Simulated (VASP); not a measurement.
A run of VASP 6.6.1 is set up as follows.

POSCAR

```
PbO
1.0
    4.0343848471      0.0000000000      0.0000000000
    0.0000000000      4.0343848471      0.0000000000
    0.0000000000      0.0000000000      4.9932162030
Pb O
2 2
Direct
    0.0000000000      0.5000000000      0.2377510646
    0.5000000000      0.0000000000      0.7622489354
    0.0000000000      0.0000000000      0.0000000000
    0.5000000000      0.5000000000      0.0000000000
```

INCAR.step1

```
PREC = Accurate
ENCUT = 520
ISMEAR = 0
SIGMA = 0.02
LREAL = F
LASPH = T
NELM = 100
NBANDS = 28
GGA = PE
ALGO = Normal
EDIFF = 1E-4
LWAVE = T
LCHARG = F
```

INCAR.step2

```
PREC = Accurate
ENCUT = 520
EDIFF = 1E-6
ISMEAR = 0
SIGMA = 0.02
LREAL = F
LASPH = T
NELM = 100
ALGO = Normal
ISIF = 2
LWAVE = F
LCHARG = T
METAGGA = R2SCAN
LMIXTAU = T
LELF = T
LVHAR = T
NBANDS = 28
ISTART = 1
```

File KPOINTS:

```
regular mesh
0
Gamma
  8 8 6
```

Potentials or basis: VASP PAW PBE potentials, release 64 (Pb_d, O).

Run with:

```console
$ cat potpaw_PBE.64/Pb_d/POTCAR potpaw_PBE.64/O/POTCAR > POTCAR
$ cp INCAR.step1 INCAR
$ mpirun -np 1 vasp_std > vasp.out
$ cp INCAR.step2 INCAR
$ mpirun -np 1 vasp_std > vasp.out
```

(1) Estimate the band gap on the k mesh.

(2) Estimate the largest force.

(3) Predict the pressure.

Results:

(1) 1.59 eV (least direct gap 2.59 eV).

(2) 0.280 eV/Å.

(3) -0.9 GPa.

Caveat: the PAW data sets were made with another functional, which shifts forces and pressure a little; spin-orbit coupling is left out, which moves the levels of the heavy elements.
